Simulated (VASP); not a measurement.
The system is Ta2N.

```
Ta N
1.0
     3.11286    0.00000    0.00000
    -1.55643    2.69582    0.00000
     0.00000    0.00000    4.86984
Ta N
2 1
Direct
  0.33333 0.66667 0.25471
  0.66667 0.33333 0.74529
  0.00000 0.00000 0.00000
```

| Property | Result |
| --- | --- |
| Program | VASP 6.6.1 |
| Task | relaxation of cell and atoms |
| Functional | r2SCAN |
| Dispersion | rVV10 |
| Potentials or basis | VASP PAW PBE potentials, release 64 (Ta_pv, N) |
| Cutoff | 600 eV |
| k mesh | 10 × 10 × 6 |
| Occupations | fermi-dirac, width 0.05 eV |
| Spin | no spin polarisation |

At the start: pressure -5.5 GPa; volume 13.62 Å³/atom.

Question: How do energy, volume and symmetry change on relaxing?

Answer: Over 8 steps the energy falls by 7.8 meV/atom and the volume is 13.33 Å³/atom (-2.1 %); space group P-3m1 (No. 164, to 0.1 Å) before and after.

The path:
```
step  energy change (eV)  largest force (eV/Å)  pressure (GPa)  volume (Å³)
   1              0.0000                0.1803           -5.53        40.87
   2              0.0711                0.4270           16.33        38.15
   3             -0.0163                0.2579            0.41        40.03
   4             -0.0223                0.0016            0.12        39.99
   5             -0.0226                0.0890            0.05        39.98
   6             -0.0233                0.0030            0.00        40.00
   7             -0.0233                0.0131            0.00        40.00
   8             -0.0234                0.0004            0.02        39.99
```

Final structure:
```
CELL_PARAMETERS angstrom
3.06925 0.00000 0.00000
-1.53462 2.65805 0.00000
0.00000 0.00000 4.90241
ATOMIC_POSITIONS crystal
Ta 0.33333 0.66667 0.25790
Ta 0.66667 0.33333 0.74210
N 0.00000 0.00000 0.00000
```

Caveat: the PAW data sets were made with another functional, which shifts forces and pressure a little.
